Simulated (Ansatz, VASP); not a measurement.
## MgI2: VASP beside Ansatz

```xyz
3
Lattice="4.1572 0.0000 0.0000 -2.0786 3.6003 0.0000 0.0000 0.0000 6.8733" Properties=species:S:1:pos:R:3 pbc="T T T"
Mg    0.0000    0.0000    0.0000
I     0.0000    2.4002    1.6676
I     2.0786    1.2001    5.2057
```

Alike in both runs: task single point; functional r2SCAN; k mesh 6 × 6 × 4; occupations tetrahedron; no spin polarisation.

|  | VASP | Ansatz |
| --- | --- | --- |
| version | VASP 6.6.1 | Ansatz 0.2.0 |
| potentials or method | VASP PAW PBE potentials, release 64 (Mg, I) | plane waves |
| plane-wave cutoff (eV) | 660 | 500 |
| valence electrons in the cell | 16 | 44 |

```tsv
	VASP	Ansatz	Ansatz less VASP
gap on the k mesh at the Fermi level (eV)	4.10	4.13	+0.033
pressure (GPa)	0.5	0.6	+0.11
rms of the force components (eV/Å)	0.021	0.012	-0.0087
```

VASP's potentials were made for PBE, not for r2SCAN. Atom by atom the forces differ by 0.009 eV/Å (rms over components). With one functional, cell and mesh, what is left measures potentials, basis and numerics. VASP's potentials hold 16 valence electrons a cell and Ansatz's 44, so a difference there can come from the potentials and not from the codes. Ansatz's warnings: band table not solved further, tetrahedron derivatives may miss energy slope.

Spin-orbit coupling is off throughout.
